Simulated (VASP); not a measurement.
**Mg: relaxation of cell and atoms with PBEsol**

The system is Mg.

```
Mg
1.0
     3.20847    0.00000    0.00000
    -1.60423    2.77861    0.00000
     0.00000    0.00000    5.14422
Mg
2
Direct
  0.33333 0.66667 0.25000
  0.66667 0.33333 0.75000
```

```json
{
 "Program": "VASP 6.6.1",
 "Task": "relaxation of cell and atoms",
 "Functional": "PBEsol",
 "Potentials or basis": "VASP PAW PBE potentials, release 64 (Mg)",
 "Cutoff": "600 eV",
 "k mesh": "18 × 18 × 8",
 "Occupations": "gaussian, width 0.1 eV",
 "Spin": "no spin polarisation",
 "Dipole correction": "no",
 "Further INCAR settings": "ALGO = Normal; EDIFF = 1e-07; IBRION = 2; EDIFFG = -0.005; NSW = 70; ISIF = 3"
}
```

```json
{
  "Relaxed volume": "22.47 Å³/atom",
  "Relaxed cell": "a = 3.187 Å, b = 3.187 Å, c = 5.110 Å, α = 90.00°, β = 90.00°, γ = 120.00°",
  "Space group after relaxing (to 0.1 Å)": "P6_3/mmc (No. 194)",
  "Energy gained by relaxing": "1.1 meV/atom",
  "Ionic steps": "3",
  "Pressure after relaxing": "0.0 GPa",
  "Band gap on the k mesh": "zero (bands 2 and 3 overlap by 2.14 eV)"
}
```

Step by step:
```tsv
step	energy change (eV)	largest force (eV/Å)	pressure (GPa)	volume (Å³)
1	0.0000	0.0000	-0.74	45.86
2	-0.0020	0.0000	-0.19	45.17
3	-0.0022	0.0000	0.00	44.95
```

Final structure:
```cif
data_structure
_symmetry_space_group_name_H-M 'P 1'
_symmetry_Int_Tables_number 1
_cell_length_a 3.1871
_cell_length_b 3.1871
_cell_length_c 5.1097
_cell_angle_alpha 90.000
_cell_angle_beta 90.000
_cell_angle_gamma 120.000
_cell_volume 44.95
loop_
_atom_site_label
_atom_site_type_symbol
_atom_site_fract_x
_atom_site_fract_y
_atom_site_fract_z
_atom_site_occupancy
Mg1 Mg 0.33333 0.66667 0.25000 1
Mg2 Mg 0.66667 0.33333 0.75000 1
```

Levels at points of the mesh, in eV from the Fermi level:
```tsv
k point	band 1	band 2	band 3	band 4	band 5	band 6
(0.00, 0.00, 0.00)	-7.03	-1.66	-1.13	10.91	10.91	11.04
(0.50, 0.00, 0.00)	-2.22	-2.20	2.70	3.04	3.41	3.79
(0.00, 0.00, 0.50)	-5.60	-5.60	5.28	5.28	11.67	11.67
(0.50, 0.00, 0.50)	-1.15	-1.15	-0.47	-0.47	8.05	8.05
```

Run time: 51 s on 1 thread of Intel Xeon 8259CL, with other jobs on the host, peak memory 0.2 GiB.

Caveat: the PAW data sets were made with another functional, which shifts forces and pressure a little.
